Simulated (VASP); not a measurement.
# AlNi3 (Fm-3m) in VASP: a series of runs

The runs below take AlNi3 through single point, with PBE.

Everything below comes from runs of VASP 6.6.1. Logs are shortened: lines on timing, memory, paths and dates and some standing lists are left out, and cuts for length are marked.

## (1) The cell of the first run

The structure is cubic, space group Fm-3m (No. 225). Conventional cell: a = 5.309 Å, b = 5.309 Å, c = 5.309 Å, α = 90.00°, β = 90.00°, γ = 90.00°. Within 3.0 Å of Al (site symmetry m-3m) lie 14 Ni at 2.30 to 2.65 Å. Within 3.0 Å of Ni (site symmetry -43m) lie 4 Al at 2.30 Å and 10 Ni at 2.30 to 2.65 Å. Ni (site symmetry m-3m) has 8 Ni at 2.30 Å and 6 Al at 2.65 Å within 3.0 Å.

## (2) Single point, PBE, collinear spin, ferromagnetic start (9.35 Å³/atom)

INCAR reads:

```
SYSTEM = AlNi3
  PREC = Accurate
  ENCUT = 520
  EDIFF = 1E-6
  ISMEAR = 0
  SIGMA = 0.15
  LREAL = .False.
  LASPH = .True.
  NELM = 150
  ALGO = Fast
  ISIF = 2
  LWAVE = .False.
  LCHARG = .False.
  ISPIN = 2
  MAGMOM = 0 0.375 0.375 0.375
  LORBIT = 11
  NUPDOWN = 1.125
  LMAXMIX = 4
  GGA = PE
  NBANDS = 28
```

KPOINTS reads:

```
regular mesh
0
Gamma
  14 14 14
  0 0 0
```

POSCAR reads:

```
AlNi3
1.0
    0.0000000000      2.6543774807      2.6543774807
    2.6543774807      0.0000000000      2.6543774807
    2.6543774807      2.6543774807      0.0000000000
Al Ni
1 3
Direct
    0.5000000000      0.5000000000      0.5000000000
    0.2500000000      0.2500000000      0.2500000000
    0.0000000000      0.0000000000      0.0000000000
    0.7500000000      0.7500000000      0.7500000000
```

Potentials or basis: VASP PAW PBE potentials, release 64 (Al, Ni).

Command:

```bash
$ cat potpaw_PBE.64/Al/POTCAR potpaw_PBE.64/Ni/POTCAR > POTCAR
$ mpirun -np 1 vasp_std > vasp.out
```

OUTCAR:

```text
SYSTEM = AlNi3
   PREC = Accurate
   ENCUT = 520
   EDIFF = 1E-6
   ISMEAR = 0
   LREAL = .False.
   LASPH = .True.
   NELM = 150
   ISIF = 2
   ISPIN = 2
   LORBIT = 11
   NUPDOWN = 1.125
   GGA = PE

 ion  position               nearest neighbor table
   1  0.500  0.500  0.500-   2 2.30   2 2.30   2 2.30   2 2.30   4 2.30   4 2.30   4 2.30   4 2.30
                             3 2.65   3 2.65   3 2.65   3 2.65   3 2.65   3 2.65
   2  0.250  0.250  0.250-   3 2.30   3 2.30   3 2.30   1 2.30   3 2.30   1 2.30   1 2.30   1 2.30
                             4 2.65   4 2.65   4 2.65   4 2.65   4 2.65   4 2.65
   3  0.000  0.000  0.000-   4 2.30   4 2.30   4 2.30   2 2.30   4 2.30   2 2.30   2 2.30   2 2.30
                             1 2.65   1 2.65   1 2.65   1 2.65   1 2.65   1 2.65
   4  0.750  0.750  0.750-   1 2.30   1 2.30   1 2.30   1 2.30   3 2.30   3 2.30   3 2.30   3 2.30
                             2 2.65   2 2.65   2 2.65   2 2.65   2 2.65   2 2.65

  LATTYP: Found a face centered cubic cell.
 ALAT       =     5.3087549614

  Lattice vectors:

 A1 = (   0.0000000000,   2.6543774807,   2.6543774807)
 A2 = (   2.6543774807,   0.0000000000,   2.6543774807)
 A3 = (   2.6543774807,   2.6543774807,   0.0000000000)

Analysis of symmetry for initial positions (statically):
=====================================================================
 Subroutine PRICEL returns:
 Original cell was already a primitive cell.

 Routine SETGRP: Setting up the symmetry group for a
 face centered cubic supercell.

 Subroutine GETGRP returns: Found 48 space group operations
 (whereof 48 operations were pure point group operations)
 out of a pool of 48 trial point group operations.

The static configuration has the point symmetry O_h .

Analysis of symmetry for dynamics (positions and initial velocities):
=====================================================================
 Subroutine PRICEL returns:
 Original cell was already a primitive cell.

 Routine SETGRP: Setting up the symmetry group for a
 face centered cubic supercell.

 Subroutine GETGRP returns: Found 48 space group operations
 (whereof 48 operations were pure point group operations)
 out of a pool of 48 trial point group operations.

The dynamic configuration has the point symmetry O_h .

Analysis of structural, dynamic, and magnetic symmetry:
=====================================================================
 Subroutine PRICEL returns:
 Original cell was already a primitive cell.

 Routine SETGRP: Setting up the symmetry group for a
 face centered cubic supercell.

 Subroutine GETGRP returns: Found 48 space group operations
 (whereof 48 operations were pure point group operations)
 out of a pool of 48 trial point group operations.

The overall configuration has the point symmetry O_h .

 Subroutine INISYM returns: Found 48 space group operations
 (whereof 48 operations are pure point group operations),
 and found     1 'primitive' translations

----------------------------------------------------------------------------------------

                                     Primitive cell

  volume of cell :      37.4040

  direct lattice vectors                    reciprocal lattice vectors
     0.000000000  2.654377481  2.654377481    -0.188368084  0.188368084  0.188368084
     2.654377481  0.000000000  2.654377481     0.188368084 -0.188368084  0.188368084
     2.654377481  2.654377481  0.000000000     0.188368084  0.188368084 -0.188368084

  length of vectors
     3.753856633  3.753856633  3.753856633     0.326263092  0.326263092  0.326263092

  position of ions in fractional coordinates (direct lattice)
     0.500000000  0.500000000  0.500000000
     0.250000000  0.250000000  0.250000000
     0.000000000  0.000000000  0.000000000
     0.750000000  0.750000000  0.750000000

  ion indices of the primitive-cell ions
   primitive index   ion index
                 1           1
                 2           2
                 3           3
                 4           4

----------------------------------------------------------------------------------------

 KPOINTS: regular mesh

Automatic generation of k-mesh.
 Grid dimensions read from file:
 generate k-points for:   14   14   14

 Generating k-lattice:

  Cartesian coordinates                     Fractional coordinates (reciprocal lattice)
    -0.013454863  0.013454863  0.013454863     0.071428571  0.000000000  0.000000000
     0.013454863 -0.013454863  0.013454863     0.000000000  0.071428571  0.000000000
     0.013454863  0.013454863 -0.013454863     0.000000000  0.000000000  0.071428571

  Length of vectors
     0.023304507  0.023304507  0.023304507

  Shift w.r.t. Gamma in fractional coordinates (k-lattice)
     0.000000000  0.000000000  0.000000000

 Subroutine IBZKPT returns following result:
 ===========================================

 Found    104 irreducible k-points:

 Following reciprocal coordinates:
            Coordinates               Weight
  0.000000  0.000000  0.000000      1.000000
  0.071429  0.000000  0.000000      8.000000
  0.142857  0.000000  0.000000      8.000000
  0.214286  0.000000  0.000000      8.000000
  0.285714  0.000000  0.000000      8.000000
  0.357143  0.000000  0.000000      8.000000
[... 16 lines left out ...]
  0.214286  0.142857  0.000000     24.000000
  0.285714  0.142857  0.000000     24.000000
 [... further k-points ...]
   k-points           NKPTS =    104   k-points in BZ     NKDIM =    104   number of bands    NBANDS=     28
   number of dos      NEDOS =    301   number of ions     NIONS =      4
   total plane-waves  NPLWV =  21952
   dimension x,y,z NGX =    28 NGY =   28 NGZ =   28
   dimension x,y,z NGXF=    56 NGYF=   56 NGZF=   56
   ions per type =               1   3
   NGX,Y,Z   is equivalent  to a cutoff of  12.40, 12.40, 12.40 a.u.
   NGXF,Y,Z  is equivalent  to a cutoff of  24.80, 24.80, 24.80 a.u.
 SYSTEM =  AlNi3
   PREC   = accura    normal or accurate (medium, high low for compatibility)
   ISTART =      0    job   : 0-new  1-cont  2-samecut
   ICHARG =      2    charge: 1-file 2-atom 10-const
   ISPIN  =      2    spin polarized calculation?
   LNONCOLLINEAR =      F non collinear calculations
   LSORBIT =      F    spin-orbit coupling
   LASPH  =      T    aspherical Exc in radial PAW
   ENCUT  =  520.0 eV  38.22 Ry    6.18 a.u.   6.98  6.98  6.98*2*pi/ulx,y,z
   NELM   =    150;   NELMIN=  2; NELMDL= -5     # of ELM steps
   EDIFF  = 0.1E-05   stopping-criterion for ELM
   LREAL  =      F    real-space projection
   EDIFFG = 0.1E-04   stopping-criterion for IOM
   NSW    =      0    number of steps for IOM
   IBRION =     -1    ionic relax: 0-MD 1-quasi-New 2-CG
   NFREE  =      0    steps in history (QN), initial steepest desc. (CG)
   ISIF   =      2    stress and relaxation
   ISYM   =      2    0-nonsym 1-usesym 2-fastsym
   POTIM  = 0.5000    time-step for ionic-motion
   TEBEG  =    0.0;   TEEND  =   0.0 temperature during run
   PSTRESS=    0.0 pullay stress
   NELECT =      33.0000    total number of electrons
   NUPDOWN=       1.1250    fix difference up-down
   EMIN   =  10.00;   EMAX   =-10.00  energy-range for DOS
   EFERMI =   0.00;   METHOD = LEGACY
   ISMEAR =     0;   SIGMA  =   0.15  broadening in eV -4-tet -1-fermi 0-gaus
   EFERMI_NEDOS =   21; number of points for ismear=-14 and -15
   IALGO  =     68    algorithm
   IMIX   =      4    mixing-type and parameters
     AMIX     =   0.40;   BMIX     =  1.00
     AMIX_MAG =   1.60;   BMIX_MAG =  1.00
  volume/ion in A,a.u.               =       9.35        63.10
  Fermi-wavevector in a.u.,A,eV,Ry     =   1.570146  2.967146 33.543252  2.465359
  Thomas-Fermi vector in A             =   2.671923
   LORBIT       =     11    0 simple, 1 ext, 2 COOP (PROOUT), +10 PAW based schemes
   GGA     = PE    functional components
   LHFCALC =     F    Hartree Fock is set to
   AEXX    =    0.0000 exact exchange contribution
   IVDW    =     0    specifies the selected vdW correction
   LEPSILON=     F    determine dielectric tensor
   LRPA    =     F    only Hartree local field effects (RPA)
 spin polarized calculation
 RMM-DIIS sequential band-by-band and
 Gauss-broadening in eV      SIGMA  =   0.15
  energy-cutoff  :      520.00
  volume of cell :       37.40
 maximum number of plane-waves:      1022
   NGX = 13   NGY = 13   NGZ = 13

 number of electron      32.9999978 magnetization       1.1249999

 Free energy of the ion-electron system (eV)
  ---------------------------------------------------
  ext. energy  EPLUGINS =         0.00000000
  ---------------------------------------------------
  free energy    TOTEN  =       -20.33455211 eV

  energy without entropy =      -20.29828385  energy(sigma->0) =      -20.31641798

 E-fermi :  12.2067     XC(G=0): -13.7220

 val. band max:       12.8374111951   @ k =   0.3571   0.0714   0.0000
 cond. band min:      12.2111218651   @ k =  -0.2857   0.3571   0.0714
 fundamental gap:     -0.6262893300
 Fermi energy:        12.8486816338

 spin component 1

 k-point     1 :       0.0000    0.0000    0.0000
  band No.  band energies     occupation
      1       0.9986      1.00000
      2       7.6777      1.00000
      3       7.6777      1.00000
      4       8.0069      1.00000
      5       8.0069      1.00000
      6       8.0069      1.00000
[... 20 lines left out ...]
     27      23.6669      0.00000
[... 691 lines left out ...]
      6       8.4760      1.00000
[... 20 lines left out ...]
     27      27.5476      0.00000
     28      28.4637      0.00000

 [... further k-points ...]

 spin component 2

 k-point     1 :       0.0000    0.0000    0.0000
  band No.  band energies     occupation
      1       1.0635      1.00000
      2       7.9157      1.00000
      3       7.9157      1.00000
      4       8.2294      1.00000
      5       8.2294      1.00000
      6       8.2294      1.00000
[... 20 lines left out ...]
     27      23.7943      0.00000
[... 691 lines left out ...]
      6       8.7454      1.00000
[... 20 lines left out ...]
     27      27.6615      0.00000
     28      28.5790      0.00000

 [... further k-points ...]
[... 5 lines left out ...]
  --------------------------------------------------------------------------------------
  -------------------------------------------------------------------------------------
  Total       13.4292955     13.4292955     13.4292955      0.0000000      0.0000000     -0.0000000
  in kB      575.2356125    575.2356125    575.2356125      0.0000000      0.0000000     -0.0000000
  external PRESSURE =     575.2356125 kB  Pullay stress =       0.0000000 kB

 VOLUME and BASIS-vectors are now :
 -----------------------------------------------------------------------------
  energy-cutoff  :      520.00
  volume of cell :       37.40
      direct lattice vectors                 reciprocal lattice vectors
     0.000000000  2.654377481  2.654377481    -0.188368084  0.188368084  0.188368084
     2.654377481  0.000000000  2.654377481     0.188368084 -0.188368084  0.188368084
     2.654377481  2.654377481  0.000000000     0.188368084  0.188368084 -0.188368084

 POSITION                                       TOTAL-FORCE (eV/Angst)
 -----------------------------------------------------------------------------------
      2.65438      2.65438      2.65438        -0.000000      0.000000      0.000000
      1.32719      1.32719      1.32719         0.000000     -0.000000     -0.000000
      0.00000      0.00000      0.00000        -0.000000      0.000000      0.000000
      3.98157      3.98157      3.98157        -0.000000      0.000000      0.000000
 -----------------------------------------------------------------------------------
    total drift:                                0.000000      0.000000      0.000000

  FREE ENERGIE OF THE ION-ELECTRON SYSTEM (eV)
  ---------------------------------------------------
  free  energy   TOTEN  =       -20.3345521129 eV

  energy  without entropy=      -20.2982838477  energy(sigma->0) =      -20.31641798

 total charge

# of ion       s       p       d       tot
------------------------------------------
    1        0.434   0.503   0.000   0.938
    2        0.567   0.699   8.541   9.807
    3        0.572   0.688   8.487   9.746
    4        0.567   0.699   8.541   9.807
--------------------------------------------------
tot          2.140   2.590  25.569  30.299

 magnetization (x)

# of ion       s       p       d       tot
------------------------------------------
    1        0.000   0.013   0.000   0.013
    2        0.009   0.015   0.295   0.319
    3        0.005   0.013   0.419   0.437
    4        0.009   0.015   0.295   0.319
--------------------------------------------------
tot          0.024   0.055   1.010   1.089
```

Run time: 6 min. Hardware: 1 thread of Intel Xeon 8259CL, shared host; peak memory 0.28 GiB.

Results:

| Property | Result |
| --- | --- |
| Free energy | -20.3346 eV |
| Pressure | 57.5 GPa |
| Net moment | 1.12 μB per cell |
| Site moments | Al +0.01; Ni +0.32, +0.44 (each value once) μB |
| Valence electrons inside the program's atomic spheres | Al 0.94; Ni 9.81, 9.75 (each value once) |

Caveat: the cell stands under pressure; the total moment is fixed, so each spin has its own Fermi level.

## (3) Single point, PBE, collinear spin, ferromagnetic start (9.35 Å³/atom)

INCAR reads:

```
PREC     = Accurate       # precision mode
ENCUT    = 520            # plane-wave cutoff, eV
EDIFF    = 1E-6           # SCF threshold, eV
ISMEAR   = 0              # smearing method
SIGMA    = 0.15           # smearing width, eV
LREAL    = False          # projectors in reciprocal space
LASPH    = True           # aspherical terms in the spheres
NELM     = 150            # most SCF steps
ALGO     = Fast           # electronic algorithm
ISIF     = 2              # what is computed and relaxed
LWAVE    = False          # write WAVECAR
LCHARG   = False          # write CHGCAR
ISPIN    = 2              # spin polarisation
MAGMOM   = 0 0.875 0.875 0.875 # initial moments
LORBIT   = 11             # projections on sites
NUPDOWN  = 2.625          # fixed moment
LMAXMIX  = 4              # l up to which the mixer works
GGA      = PE             # functional
NBANDS   = 28             # bands
```

KPOINTS reads:

```
regular mesh
0
Gamma
  14 14 14
```

POSCAR is that of step 2.

Potentials or basis: VASP PAW PBE potentials, release 64 (Al, Ni).

Command:

```bash
$ cat potpaw_PBE.64/Al/POTCAR potpaw_PBE.64/Ni/POTCAR > POTCAR
$ mpirun -np 1 vasp_std > vasp.out
```

OUTCAR:

```text
PREC = Accurate
   ENCUT = 520
   EDIFF = 1E-6
   ISMEAR = 0
   LREAL = False
   LASPH = True
   NELM = 150
   ISIF = 2
   ISPIN = 2
   LORBIT = 11
   NUPDOWN = 2.625
   GGA = PE

 ion  position               nearest neighbor table
   1  0.500  0.500  0.500-   2 2.30   2 2.30   2 2.30   2 2.30   4 2.30   4 2.30   4 2.30   4 2.30
                             3 2.65   3 2.65   3 2.65   3 2.65   3 2.65   3 2.65
   2  0.250  0.250  0.250-   3 2.30   3 2.30   3 2.30   1 2.30   3 2.30   1 2.30   1 2.30   1 2.30
                             4 2.65   4 2.65   4 2.65   4 2.65   4 2.65   4 2.65
[... 1726 lines left out ...]
     2.654377481  0.000000000  2.654377481     0.188368084 -0.188368084  0.188368084
     2.654377481  2.654377481  0.000000000     0.188368084  0.188368084 -0.188368084

 POSITION                                       TOTAL-FORCE (eV/Angst)
 -----------------------------------------------------------------------------------
      2.65438      2.65438      2.65438         0.000000     -0.000000     -0.000000
      1.32719      1.32719      1.32719        -0.000000     -0.000000     -0.000000
      0.00000      0.00000      0.00000         0.000000     -0.000000     -0.000000
      3.98157      3.98157      3.98157         0.000000      0.000000      0.000000
 -----------------------------------------------------------------------------------
    total drift:                                0.000000     -0.000000      0.000000

  FREE ENERGIE OF THE ION-ELECTRON SYSTEM (eV)
  ---------------------------------------------------
  free  energy   TOTEN  =       -19.4770298152 eV

  energy  without entropy=      -19.4071055151  energy(sigma->0) =      -19.44206767

 total charge

# of ion       s       p       d       tot
------------------------------------------
    1        0.434   0.516   0.000   0.950
    2        0.580   0.733   8.477   9.791
    3        0.580   0.730   8.412   9.723
    4        0.580   0.733   8.477   9.791
--------------------------------------------------
tot          2.175   2.713  25.366  30.254

 magnetization (x)

# of ion       s       p       d       tot
------------------------------------------
    1        0.007   0.044   0.000   0.051
    2        0.027   0.061   0.686   0.774
    3        0.013   0.058   0.826   0.897
    4        0.027   0.061   0.686   0.774
--------------------------------------------------
tot          0.073   0.225   2.198   2.496
```

OSZICAR:

```text
N       E                     dE             d eps       ncg     rms          rms(c)
DAV:   1     0.201246134029E+03    0.20125E+03   -0.13923E+04 12376   0.159E+03
DAV:   2    -0.105258375902E+02   -0.21177E+03   -0.19704E+03 11732   0.303E+02
DAV:   3    -0.233520913434E+02   -0.12826E+02   -0.12214E+02 12712   0.917E+01
DAV:   4    -0.235873126610E+02   -0.23522E+00   -0.23486E+00 13260   0.120E+01
DAV:   5    -0.235958941059E+02   -0.85814E-02   -0.85805E-02 13752   0.206E+00    0.230E+01
RMM:   6    -0.212569121707E+02    0.23390E+01   -0.21869E+01 13434   0.482E+01    0.141E+01
RMM:   7    -0.197362669617E+02    0.15206E+01   -0.44325E+00 12883   0.227E+01    0.854E+00
RMM:   8    -0.198000999870E+02   -0.63833E-01   -0.49860E-01 13359   0.682E+00    0.809E+00
RMM:   9    -0.194879371314E+02    0.31216E+00   -0.16238E-01 13634   0.396E+00    0.206E+00
RMM:  10    -0.194799265277E+02    0.80106E-02   -0.12912E-02 15228   0.657E-01    0.565E-01
RMM:  11    -0.194770779342E+02    0.28486E-02   -0.29826E-03 15234   0.394E-01    0.215E-01
RMM:  12    -0.194769991707E+02    0.78763E-04   -0.70402E-04 16665   0.167E-01    0.107E-01
RMM:  13    -0.194770256420E+02   -0.26471E-04   -0.17114E-04 17287   0.740E-02    0.481E-02
RMM:  14    -0.194770294079E+02   -0.37659E-05   -0.21953E-05 15973   0.261E-02    0.201E-02
RMM:  15    -0.194770298152E+02   -0.40732E-06   -0.32394E-06  9934   0.118E-02
   1 F= -.19477030E+02 E0= -.19442068E+02  d E =-.699243E-01  mag=     2.6250
```

stdout:

```text
POSCAR found type information on POSCAR AlNi
 POSCAR found :  2 types and       4 ions
 scaLAPACK will be used
 LDA part: xc-table for (Slater+PW92), standard interpolation
 POSCAR, INCAR and KPOINTS ok, starting setup
 FFT: planning ... GRIDC
 FFT: planning ... GRID_SOFT
 FFT: planning ... GRID
 WAVECAR not read
 entering main loop
```

It took 5.4 min on 1 thread of Intel Xeon 8259CL, shared host; peak memory 0.29 GiB.

Results:

```
Free energy                                           : -19.4770 eV
Pressure                                              : 63.8 GPa
Net moment                                            : 2.62 μB per cell
Site moments                                          : Al +0.05; Ni +0.77, +0.90 (each value once) μB
Valence electrons inside the program's atomic spheres : Al 0.95; Ni 9.79, 9.72 (each value once)
```

Caveat: the cell stands under pressure; the total moment is fixed, so each spin has its own Fermi level.
